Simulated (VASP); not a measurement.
Pt: single point with LDA

Crystal: Pt.

```
Pt
1.0
     2.66707    0.00000    0.00000
    -1.33353    2.30975    0.00000
     0.00000    0.00000    4.60532
Pt
2
Direct
  0.66667 0.33333 0.75000
  0.33333 0.66667 0.25000
```

This isn't the form of Pt at room conditions, which is fcc.

```
Program             : VASP 6.6.1
Task                : single point
Functional          : LDA
Potentials or basis : VASP PAW LDA potentials, release 64 (Pt_sv_GW)
Cutoff              : 570 eV
k mesh              : 21 × 21 × 10
Occupations         : gaussian, width 0.15 eV
Spin                : collinear spin
Starting moments    : [0.2, 0.2] μB
Fixed moment        : 0.4 μB
```

| Item | Value |
| --- | --- |
| Pressure | 15.7 GPa |
| Net moment | 0.40 μB per cell |
| Site moments | Pt +0.21 μB |

Stress tensor (GPa, compression positive):
```
17.03  0.00  0.00
 0.00 17.03  0.00
 0.00  0.00 13.15
```

It took 2.8 min on 1 thread of Intel(R) Xeon(R) 6975P-C (Granite Rapids) (shared host), peak memory 0.44 GiB.

Caveat: the cell stands under pressure; the total moment is fixed, so each spin has its own Fermi level and the state may be an excited one.
